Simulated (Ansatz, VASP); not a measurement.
## Al5GaP6 in VASP and in Ansatz

```
Al Ga P
1.0
     6.73217    0.00000    0.00000
    -3.36608    5.83023    0.00000
     0.00000    0.00000    6.38588
Al Ga P
5 1 6
Cartesian
  1.1227 1.9445 6.3851
  -2.2434 3.8857 6.3851
  4.4868 0.0000 6.3851
  3.3661 1.9434 3.1934
  0.0000 3.8868 3.1934
  0.0000 0.0000 3.2009
  1.1233 1.9455 2.3915
  -2.2428 3.8847 2.3915
  4.4857 0.0000 2.3915
  3.3661 1.9434 5.5848
  0.0000 3.8868 5.5848
  0.0000 0.0000 5.5964
```

Alike in both runs: functional PBE; k mesh 6 × 6 × 4; occupations gaussian, width 0.02 eV; no spin polarisation.

Ansatz relaxed the structure, and its values are those at the end. VASP's run is a single point on that final structure, the one shown.

|  | VASP | Ansatz |
| --- | --- | --- |
| version | VASP 6.6.1 | Ansatz 0.2.0 |
| potentials or method | VASP PAW PBE potentials, release 64 (Al, Ga_d, P), cutoff 520 eV | scalar-relativistic, plane waves, PAW |
| valence electrons in the cell | 58 | 58 |

```tsv
	VASP	Ansatz	Ansatz less VASP
gap on the k mesh at the Fermi level (eV)	1.73	1.74	+0.003
least direct gap on the mesh (eV)	2.12	2.12	+0.003
pressure (GPa)	-0.1	0.0	+0.08
```

With one functional, cell and mesh, what is left measures potentials, basis and numerics.
